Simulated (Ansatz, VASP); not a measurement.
# Two plane-wave programs on TiTe2

The input INCAR:

```
PREC = Accurate ; ENCUT = 600
EDIFF = 1E-7 ; ISMEAR = 0
SIGMA = 0.05 ; LREAL = False
LASPH = True ; NELM = 60
ALGO = Normal ; ISIF = 3
LWAVE = False ; LCHARG = False
GGA = CA ; IBRION = 2
NSW = 80 ; EDIFFG = -0.001
```

File KPOINTS:

```
Automatic mesh
0
Gamma
  12 12 8
```

The input POSCAR:

```
TiTe2
1.0
    3.7770000000      0.0000000000      0.0000000000
   -1.8885000000      3.2709779501      0.0000000000
    0.0000000000      0.0000000000      6.4980000000
Ti Te
1 2
Direct
    0.0000000000      0.0000000000      0.0000000000
    0.6666666667      0.3333333333      0.2628000000
    0.3333333333      0.6666666667      0.7372000000
```

Input for Ansatz:

```yaml
crystal:
  lattice:
    - [3.777, 0.0, 0.0]
    - [-1.8885, 3.2709779501, 0.0]
    - [0.0, 0.0, 6.498]
  atoms:
    - { symbol: Ti, position: [0.0, 0.0, 0.0] }
    - { symbol: Te, position: [0.6666666667, 0.3333333333, 0.2628] }
    - { symbol: Te, position: [0.3333333333, 0.6666666667, 0.7372] }
scf:
  occupations: { method: gaussian, width: 0.05 }
output:
  forces: true
  stress: true
  eigenvalues: true
  write_density: true
  write_potential: true
  elf: true
  volumetric_format: npy
hamiltonian:
  xc: lda
relax:
  f_tol: 0.001
  max_steps: 60
  cell: { stress_tol: 0.03 }
kpoints:
  mp_grid: { grid: [12, 12, 8] }
```

Alike in both runs: task relaxation of cell and atoms; functional LDA; k mesh 12 × 12 × 8; occupations gaussian, width 0.05 eV; no spin polarisation.

|  | VASP | Ansatz |
| --- | --- | --- |
| version | VASP 6.6.1 | Ansatz 0.2.0 |
| potentials or method | VASP PAW LDA potentials, release 64 (Ti_sv, Te) | scalar-relativistic, plane waves, PAW |
| plane-wave cutoff (eV) | 600 | 420 |
| valence electrons in the cell | 24 | 44 |

Ansatz gave:

```
gap on the k mesh at the Fermi level, each at its own relaxed structure (eV)  : none
relaxed volume (Å³/atom)                                                      : 24.60
relaxed length of the cell vector where the two differ most in proportion (Å) : 6.343
```

Problem. What did VASP give for the same quantities?

Solution. gap on the k mesh at the Fermi level, each at its own relaxed structure (eV): none; relaxed volume (Å³/atom): 24.59; relaxed length of the cell vector where the two differ most in proportion (Å): 6.339.

LDA's correlation is that of Perdew and Zunger in VASP and of Perdew and Wang (1992) in Ansatz. A gap of «none» marks a metal or a gap that the smearing closes. VASP's potentials hold 24 valence electrons a cell and Ansatz's 44, so a difference there can come from the potentials and not from the codes.

Neither program's run includes spin-orbit coupling.
